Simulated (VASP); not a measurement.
Runs of VASP 6.6.1 on MnZn. The structure is that of space group Pm-3m (No. 221), or close to it. The cells are those of the table. 

```csv
cell,gap on the mesh (eV),pressure (GPa),moment (μB)
"a = 3.110 Å, 2 atoms",none,-18.4,(a)
"a = 3.029 Å, 2 atoms",none,-15.2,(c)
"a = 3.150 Å, 2 atoms",none,-19.1,3.31
"a = 3.070 Å, 2 atoms",none,(b),2.99
"a = 2.986 Å, 2 atoms",none,-11.8,2.75
```

Alike in all rows: task single point; level LDA; potentials or basis VASP PAW LDA potentials, release 64 (Mn_pv, Zn); spin collinear, ferromagnetic start; k mesh 9 × 9 × 9; cutoff (eV) 520; smearing fermi-dirac 0.15 eV.

Fill in the values left out.

(a) 3.16; (b) -17.3; (c) 2.85.

Caveats: the cell stands under tension.

A gap of «none» marks levels without a gap at the run's occupations.
